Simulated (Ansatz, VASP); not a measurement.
# Te2Mo: VASP beside Ansatz

File INCAR:

```
SYSTEM = Te2Mo
ALGO = Normal
EDIFF = 1E-7
ENCUT = 520
GGA = PE
ISIF = 2
ISMEAR = 0
LASPH = .True.
LCHARG = .False.
LREAL = .False.
LWAVE = .False.
NBANDS = 35
NELM = 60
PREC = Accurate
SIGMA = 0.05
```

The input KPOINTS:

```
k-points
0
Gamma
  12 12 2
  0 0 0
```

The input POSCAR:

```
Te2Mo
1.0
    3.4809872850     -0.0272108782      0.0291794108
   -1.7640589543      3.0715357239     -0.0205996125
    0.1158949017     -0.0275629021     13.8480234301
Te Mo
4 2
Direct
    0.2187154096      0.5974874200      0.6278294564
    0.6706804661      0.3929892827      0.1337218412
    0.3598315851      0.7204453707      0.8755184933
    0.7332235606      0.2704680907      0.3563764523
    0.3313179522      0.6540208726      0.2676062725
    0.6862310264      0.3645889633      0.7389474843
```

Input for Ansatz:

```yaml
crystal:
  lattice:
    - [3.480987285, -0.0272108782, 0.0291794108]
    - [-1.7640589543, 3.0715357239, -0.0205996125]
    - [0.1158949017, -0.0275629021, 13.8480234301]
  atoms:
    - { symbol: Te, position: [0.2187154096, 0.59748742, 0.6278294564] }
    - { symbol: Te, position: [0.6706804661, 0.3929892827, 0.1337218412] }
    - { symbol: Te, position: [0.3598315851, 0.7204453707, 0.8755184933] }
    - { symbol: Te, position: [0.7332235606, 0.2704680907, 0.3563764523] }
    - { symbol: Mo, position: [0.3313179522, 0.6540208726, 0.2676062725] }
    - { symbol: Mo, position: [0.6862310264, 0.3645889633, 0.7389474843] }
basis:
  ecutwfc: 420
kpoints:
  mp_grid: { grid: [12, 12, 2] }
hamiltonian:
  xc: pbe
scf:
  occupations: { method: gaussian, width: 0.05 }
output:
  forces: true
  stress: true
  eigenvalues: true
```

Change from the starting cell: all atoms moved at random (sigma 0.22 Å a component), cell strained at random (sigma 0.01).

Alike in both runs: task single point; functional PBE; k mesh 12 × 12 × 2; occupations gaussian, width 0.05 eV; no spin polarisation.

```csv
,VASP,Ansatz
version,VASP 6.6.1,Ansatz 0.2.0
potentials or method,"VASP PAW PBE potentials, release 64 (Te, Mo_sv), cutoff 520 eV","scalar-relativistic, plane waves, PAW"
valence electrons in the cell,52,92
```

|  | VASP | Ansatz | Ansatz less VASP |
| --- | --- | --- | --- |
| gap on the k mesh at the Fermi level (eV) | none | none | - |
| pressure (GPa) | 28.1 | 28.2 | +0.04 |
| traceless stress, the component that is largest in VASP (GPa) | -20.32 | -20.41 | -0.097 |
| rms of the force components (eV/Å) | 5.543 | 5.565 | +0.0221 |

Atom by atom the forces differ by 0.029 eV/Å (rms over components). A gap of «none» marks a metal or a gap that the smearing closes. Both programs put the cell under a high pressure, so it lies far from rest at this level. VASP's potentials hold 52 valence electrons a cell and Ansatz's 92, so a difference there can come from the potentials and not from the codes.

Spin-orbit coupling is off throughout.
